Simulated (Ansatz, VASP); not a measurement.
# SnGe5 in VASP and in Ansatz

```xyz
6
Lattice="0.0000 4.0235 4.0235 4.0235 0.0000 4.0235 4.0235 4.0235 0.0000" Properties=species:S:1:pos:R:3 pbc="T T T"
Sn    2.0117    2.0117    2.0117
Ge    7.0472    5.0233    5.0233
Ge    5.0233    7.0472    5.0233
Ge    5.0233    5.0233    7.0472
Ge    7.0472    7.0472    7.0472
Ge    4.0235    4.0235    4.0235
```

Change from the starting cell: species swapped into the Be5Fe type (F-43m, No. 216).

Alike in both runs: task single point; functional PBE; k mesh 4 × 4 × 4; occupations gaussian, width 0.1 eV; no spin polarisation.

|  | VASP | Ansatz |
| --- | --- | --- |
| version | VASP 6.6.1 | Ansatz 0.2.0 |
| potentials or method | VASP PAW PBE potentials, release 64 (Sn_d, Ge_d), cutoff 520 eV | scalar-relativistic, plane waves, PAW |
| valence electrons in the cell | 84 | 84 |

|  | VASP | Ansatz | Ansatz less VASP |
| --- | --- | --- | --- |
| gap on the k mesh at the Fermi level (eV) | none | none | - |
| pressure (GPa) | -1.1 | -1.1 | -0.01 |
| rms of the force components (eV/Å) | 0.045 | 0.044 | -0.0005 |

Atom by atom the forces differ by 0.001 eV/Å (rms over components). A gap of «none» marks a metal or a gap that the smearing closes.
